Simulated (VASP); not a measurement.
# YbCu2Te4 (I-42m) in VASP: single point with PBE

Aim: the single point of YbCu2Te4 with PBE.

Everything below comes from runs of VASP 6.6.1. Logs are shortened: lines on timing, memory, paths and dates and some standing lists are left out, and cuts for length are marked.

### Step 1. The cell of the first run

It takes space group I-42m (No. 121, tetragonal). Conventional cell: a = 5.879 Å, b = 5.879 Å, c = 12.293 Å, α = 90.00°, β = 90.00°, γ = 90.00°. Within 4.3 Å of Yb (site symmetry -42m) lie 4 Te at 3.10 Å and 8 Cu at 4.25 Å. Within 3.4 Å of Cu (site symmetry -4) lie 4 Te at 2.55 Å. Within 3.4 Å of Te (site symmetry m) lie 2 Cu at 2.55 Å and 1 Yb at 3.10 Å and 1 Te at 3.11 Å.

The cell was generated, and may not be a known phase.

### Step 2. Single point, PBE, collinear spin, ferromagnetic start

Contents of INCAR:

```
SYSTEM = YbCu2Te4
PREC = Accurate
ENCUT = 600
EDIFF = 1E-6
ISMEAR = 0
SIGMA = 0.1
LREAL = .False.
LASPH = .True.
NELM = 200
ALGO = Normal
ISIF = 2
LWAVE = .False.
LCHARG = .False.
ISPIN = 2
MAGMOM = 1 0 0 0 0 0 0
LORBIT = 11
LMAXMIX = 6
GGA = PE
NBANDS = 48
GGA_COMPAT = .False.
```

Contents of KPOINTS:

```
Automatic mesh
0
Gamma
  4 4 4
  0 0 0
```

Contents of POSCAR:

```
YbCu2Te4
1.0
   -2.9396141607      2.9396141607      6.1464314054
    2.9396141607     -2.9396141607      6.1464314054
    2.9396141607      2.9396141607     -6.1464314054
Yb Cu Te
1 2 4
Direct
    0.5000000000      0.5000000000      0.0000000000
    0.7500000000      0.2500000000      0.5000000000
    0.2500000000      0.7500000000      0.5000000000
    0.0498175007      0.0498175007      0.3745356564
    0.3247181557      0.9501824993      0.0000000000
    0.6752818443      0.6752818443      0.6254643436
    0.9501824993      0.3247181557      0.0000000000
```

Potentials or basis: VASP PAW PBE potentials, release 64 (Yb, Cu, Te).

The run is started by

```sh
$ cat potpaw_PBE.64/Yb/POTCAR potpaw_PBE.64/Cu/POTCAR potpaw_PBE.64/Te/POTCAR > POTCAR
$ mpirun -np 1 vasp_std > vasp.out
```

OUTCAR:

```text
SYSTEM = YbCu2Te4
   PREC = Accurate
   ENCUT = 600
   EDIFF = 1E-6
   ISMEAR = 0
   LREAL = .False.
   LASPH = .True.
   NELM = 200
   ISIF = 2
   ISPIN = 2
   LORBIT = 11
   GGA = PE

 ion  position               nearest neighbor table
   1  0.500  0.500  0.000-   6 3.10   5 3.10   7 3.10   4 3.10
   2  0.750  0.250  0.500-   4 2.55   6 2.55   7 2.55   5 2.55
   3  0.250  0.750  0.500-   4 2.55   5 2.55   6 2.55   7 2.55
   4  0.050  0.050  0.375-   2 2.55   3 2.55   1 3.10   6 3.11
   5  0.325  0.950  0.000-   2 2.55   3 2.55   1 3.10   7 3.11
   6  0.675  0.675  0.625-   2 2.55   3 2.55   1 3.10   4 3.11
   7  0.950  0.325  0.000-   3 2.55   2 2.55   1 3.10   5 3.11

  LATTYP: Found a body centered tetragonal cell.
 ALAT       =     5.8792283214
 C/A-ratio  =     2.0908973319

  Lattice vectors:

 A1 = (  -2.9396141607,   2.9396141607,   6.1464314054)
 A2 = (   2.9396141607,  -2.9396141607,   6.1464314054)
 A3 = (   2.9396141607,   2.9396141607,  -6.1464314054)

Analysis of symmetry for initial positions (statically):
=====================================================================
 Subroutine PRICEL returns:
 Original cell was already a primitive cell.

 Routine SETGRP: Setting up the symmetry group for a
 body centered tetragonal supercell.

 Subroutine GETGRP returns: Found  8 space group operations
 (whereof  8 operations were pure point group operations)
 out of a pool of 16 trial point group operations.

The static configuration has the point symmetry D_2d.

Analysis of symmetry for dynamics (positions and initial velocities):
=====================================================================
 Subroutine PRICEL returns:
 Original cell was already a primitive cell.

 Routine SETGRP: Setting up the symmetry group for a
 body centered tetragonal supercell.

 Subroutine GETGRP returns: Found  8 space group operations
 (whereof  8 operations were pure point group operations)
 out of a pool of 16 trial point group operations.

The dynamic configuration has the point symmetry D_2d.

Analysis of structural, dynamic, and magnetic symmetry:
=====================================================================
 Subroutine PRICEL returns:
 Original cell was already a primitive cell.

 Routine SETGRP: Setting up the symmetry group for a
 body centered tetragonal supercell.

 Subroutine GETGRP returns: Found  8 space group operations
 (whereof  8 operations were pure point group operations)
 out of a pool of 16 trial point group operations.

The overall configuration has the point symmetry D_2d.

 Subroutine INISYM returns: Found  8 space group operations
 (whereof  8 operations are pure point group operations),
 and found     1 'primitive' translations

----------------------------------------------------------------------------------------

                                     Primitive cell

  volume of cell :     212.4534

  direct lattice vectors                    reciprocal lattice vectors
    -2.939614161  2.939614161  6.146431405     0.000000000  0.170090350  0.081348016
     2.939614161 -2.939614161  6.146431405     0.170090350  0.000000000  0.081348016
     2.939614161  2.939614161 -6.146431405     0.170090350  0.170090350  0.000000000

  length of vectors
     7.420328958  7.420328958  7.420328958     0.188542374  0.188542374  0.240544079

  position of ions in fractional coordinates (direct lattice)
     0.500000000  0.500000000  0.000000000
     0.750000000  0.250000000  0.500000000
     0.250000000  0.750000000  0.500000000
     0.049817501  0.049817501  0.374535656
     0.324718156  0.950182499  0.000000000
     0.675281844  0.675281844  0.625464344
     0.950182499  0.324718156  0.000000000

  ion indices of the primitive-cell ions
   primitive index   ion index
                 1           1
                 2           2
                 3           3
[... 45 lines left out ...]
  0.500000  0.500000  0.500000      1.000000
   k-points           NKPTS =     13   k-points in BZ     NKDIM =     13   number of bands    NBANDS=     48
   number of dos      NEDOS =    301   number of ions     NIONS =      7
   total plane-waves  NPLWV = 216000
   dimension x,y,z NGX =    60 NGY =   60 NGZ =   60
   dimension x,y,z NGXF=   120 NGYF=  120 NGZF=  120
   ions per type =               1   2   4
   NGX,Y,Z   is equivalent  to a cutoff of  13.44, 13.44, 13.44 a.u.
   NGXF,Y,Z  is equivalent  to a cutoff of  26.88, 26.88, 26.88 a.u.
 SYSTEM =  YbCu2Te4
   PREC   = accura    normal or accurate (medium, high low for compatibility)
   ISTART =      0    job   : 0-new  1-cont  2-samecut
   ICHARG =      2    charge: 1-file 2-atom 10-const
   ISPIN  =      2    spin polarized calculation?
   LNONCOLLINEAR =      F non collinear calculations
   LSORBIT =      F    spin-orbit coupling
   LASPH  =      T    aspherical Exc in radial PAW
   ENCUT  =  600.0 eV  44.10 Ry    6.64 a.u.  14.82 14.82 14.82*2*pi/ulx,y,z
   NELM   =    200;   NELMIN=  2; NELMDL= -5     # of ELM steps
   EDIFF  = 0.1E-05   stopping-criterion for ELM
   LREAL  =      F    real-space projection
   EDIFFG = 0.1E-04   stopping-criterion for IOM
   NSW    =      0    number of steps for IOM
   IBRION =     -1    ionic relax: 0-MD 1-quasi-New 2-CG
   NFREE  =      0    steps in history (QN), initial steepest desc. (CG)
   ISIF   =      2    stress and relaxation
   ISYM   =      2    0-nonsym 1-usesym 2-fastsym
   POTIM  = 0.5000    time-step for ionic-motion
   TEBEG  =    0.0;   TEEND  =   0.0 temperature during run
   PSTRESS=    0.0 pullay stress
   NELECT =      70.0000    total number of electrons
   NUPDOWN=      -1.0000    fix difference up-down
   EMIN   =  10.00;   EMAX   =-10.00  energy-range for DOS
   EFERMI =   0.00;   METHOD = LEGACY
   ISMEAR =     0;   SIGMA  =   0.10  broadening in eV -4-tet -1-fermi 0-gaus
   EFERMI_NEDOS =   21; number of points for ismear=-14 and -15
   IALGO  =     38    algorithm
   IMIX   =      4    mixing-type and parameters
     AMIX     =   0.40;   BMIX     =  1.00
     AMIX_MAG =   1.60;   BMIX_MAG =  1.00
  volume/ion in A,a.u.               =      30.35       204.82
  Fermi-wavevector in a.u.,A,eV,Ry     =   1.130714  2.136741 17.395255  1.278515
  Thomas-Fermi vector in A             =   2.267412
   LORBIT       =     11    0 simple, 1 ext, 2 COOP (PROOUT), +10 PAW based schemes
   GGA     = PE    functional components
   LHFCALC =     F    Hartree Fock is set to
   AEXX    =    0.0000 exact exchange contribution
   IVDW    =     0    specifies the selected vdW correction
   LEPSILON=     F    determine dielectric tensor
   LRPA    =     F    only Hartree local field effects (RPA)
 spin polarized calculation
 Gauss-broadening in eV      SIGMA  =   0.10
  energy-cutoff  :      600.00
  volume of cell :      212.45
 maximum number of plane-waves:      7121
   NGX = 29   NGY = 29   NGZ = 29

 number of electron      70.0000011 magnetization       0.0002371

 number of electron      70.0000011 magnetization      -0.0001198

 Free energy of the ion-electron system (eV)
  ---------------------------------------------------
  ext. energy  EPLUGINS =         0.00000000
  ---------------------------------------------------
  free energy    TOTEN  =       -25.33313646 eV

  energy without entropy =      -25.31946436  energy(sigma->0) =      -25.32630041

 E-fermi :   4.2540     XC(G=0):  -9.0948

 val. band max:        4.2223587718   @ k =   0.5000   0.5000   0.0000
 cond. band min:       4.2942819231   @ k =   0.5000   0.5000   0.0000
 fundamental gap:      0.0719231513
 Fermi energy:         4.2540080348

 spin component 1

 k-point     1 :       0.0000    0.0000    0.0000
  band No.  band energies     occupation
      1     -47.4917      1.00000
      2     -19.9191      1.00000
      3     -19.8306      1.00000
      4     -19.8306      1.00000
      5      -7.8296      1.00000
      6      -6.6723      1.00000
[... 639 lines left out ...]
     46      10.0152      0.00000
     47      10.2858      0.00000
 Fermi energy:         4.2540080348

 spin component 2

 k-point     1 :       0.0000    0.0000    0.0000
  band No.  band energies     occupation
      1     -47.4918      1.00000
      2     -19.9192      1.00000
      3     -19.8307      1.00000
      4     -19.8307      1.00000
      5      -7.8296      1.00000
      6      -6.6723      1.00000
[... 639 lines left out ...]
     46      10.0152      0.00000
     47      10.2858      0.00000
 [bands above 47 left out]

------------------------ aborting loop because EDIFF is reached ----------------------------------------

  FORCE on cell =-STRESS in cart. coord.  units (eV):
  Direction    XX          YY          ZZ          XY          YZ          ZX
  --------------------------------------------------------------------------------------
  -------------------------------------------------------------------------------------
  Total       -0.1232237     -0.1232237      0.1076070      0.0000000     -0.0000000      0.0000000
  in kB       -0.9292681     -0.9292681      0.8114980      0.0000000     -0.0000000      0.0000000
  external PRESSURE =      -0.3490127 kB  Pullay stress =       0.0000000 kB

 VOLUME and BASIS-vectors are now :
 -----------------------------------------------------------------------------
  energy-cutoff  :      600.00
  volume of cell :      212.45
      direct lattice vectors                 reciprocal lattice vectors
    -2.939614161  2.939614161  6.146431405     0.000000000  0.170090350  0.081348016
     2.939614161 -2.939614161  6.146431405     0.170090350  0.000000000  0.081348016
     2.939614161  2.939614161 -6.146431405     0.170090350  0.170090350  0.000000000

 POSITION                                       TOTAL-FORCE (eV/Angst)
 -----------------------------------------------------------------------------------
      0.00000      0.00000      6.14643         0.000000     -0.000000     -0.000000
     -0.00000      2.93961      3.07322         0.000000     -0.000000     -0.000000
      2.93961     -0.00000      3.07322         0.000000     -0.000000     -0.000000
      1.10099      1.10099     -1.68966        -0.039755     -0.039755      0.037073
      1.83862     -1.83862      7.83609         0.039755     -0.039755     -0.037073
      1.83862      1.83862      4.45677         0.039755      0.039755      0.037073
     -1.83862      1.83862      7.83609        -0.039755      0.039755     -0.037073
 -----------------------------------------------------------------------------------
    total drift:                               -0.000001     -0.000001     -0.000001

  FREE ENERGIE OF THE ION-ELECTRON SYSTEM (eV)
  ---------------------------------------------------
  free  energy   TOTEN  =       -25.3331364601 eV

  energy  without entropy=      -25.3194643583  energy(sigma->0) =      -25.32630041

 total charge

# of ion       s       p       d       f       tot
--------------------------------------------------
    1        2.153   5.985   0.256  13.643  22.037
    2        0.417   0.373   9.175   0.000   9.965
    3        0.417   0.373   9.175   0.000   9.965
    4        1.375   1.958   0.039   0.000   3.372
    5        1.375   1.958   0.039   0.000   3.372
    6        1.375   1.958   0.039   0.000   3.372
    7        1.375   1.958   0.039   0.000   3.372
--------------------------------------------------
tot          8.488  14.561  18.761  13.643  55.453

 magnetization (x)

# of ion       s       p       d       f       tot
--------------------------------------------------
    1        0.000   0.000   0.000  -0.000  -0.000
    2       -0.000  -0.000   0.000   0.000  -0.000
    3       -0.000  -0.000   0.000   0.000  -0.000
    4        0.000   0.000  -0.000   0.000   0.000
    5        0.000   0.000  -0.000   0.000   0.000
    6        0.000   0.000  -0.000   0.000   0.000
    7        0.000   0.000  -0.000   0.000   0.000
--------------------------------------------------
tot          0.000   0.000   0.000  -0.000  -0.000
```

Run time: 45 min. Hardware: 1 thread of Intel Xeon 6975P-C (Granite Rapids), shared host; peak memory 0.89 GiB.

What came out:

```
Free energy                                           : -25.3331 eV
Pressure                                              : 0.0 GPa
Largest force                                         : 0.067 eV/Å
Band gap on the k mesh                                : zero (filled and empty bands overlap)
Net moment                                            : 0.00 μB per cell
Valence electrons inside the program's atomic spheres : Yb 22.04; Cu 9.96; Te 3.37
```

Forces on the atoms (eV/Å):
```
Yb   0.000  0.000  0.000
Cu   0.000  0.000  0.000
Cu   0.000  0.000  0.000
Te  -0.040 -0.040  0.037
Te   0.040 -0.040 -0.037
Te   0.040  0.040  0.037
Te  -0.040  0.040 -0.037
```

Levels at points of the mesh, in eV from the Fermi level:
Spin up:
| k point | band 31 | band 32 | band 33 | band 34 | band 35 | band 36 | band 37 | band 38 | band 39 | band 40 |
| --- | --- | --- | --- | --- | --- | --- | --- | --- | --- | --- |
| (0.00, 0.00, 0.00) | -0.26 | -0.25 | -0.22 | -0.22 | 0.48 | 0.70 | 0.70 | 1.99 | 2.56 | 2.66 |
| (0.50, 0.00, 0.00) | -0.28 | -0.24 | -0.22 | -0.21 | -0.18 | 0.25 | 0.29 | 3.01 | 3.26 | 3.31 |
| (0.50, 0.50, 0.00) | -0.25 | -0.23 | -0.16 | -0.03 | 0.04 | 0.26 | 0.46 | 2.91 | 2.97 | 3.10 |
| (0.50, 0.50, 0.50) | -0.27 | -0.26 | -0.22 | -0.20 | -0.20 | 0.30 | 0.30 | 2.28 | 2.67 | 2.84 |
Spin down:
```csv
k point,band 31,band 32,band 33,band 34,band 35,band 36,band 37,band 38,band 39,band 40
"(0.00, 0.00, 0.00)",-0.26,-0.25,-0.22,-0.22,0.48,0.70,0.70,1.99,2.56,2.66
"(0.50, 0.00, 0.00)",-0.28,-0.24,-0.22,-0.21,-0.18,0.25,0.29,3.01,3.26,3.31
"(0.50, 0.50, 0.00)",-0.25,-0.23,-0.16,-0.03,0.04,0.26,0.46,2.91,2.97,3.10
"(0.50, 0.50, 0.50)",-0.27,-0.26,-0.22,-0.20,-0.20,0.30,0.30,2.28,2.67,2.84
```

Caveat: spin-orbit coupling is left out, which moves the levels of the heavy elements.

The gap in the log of VASP goes by the Fermi energy; the results here count the filled bands.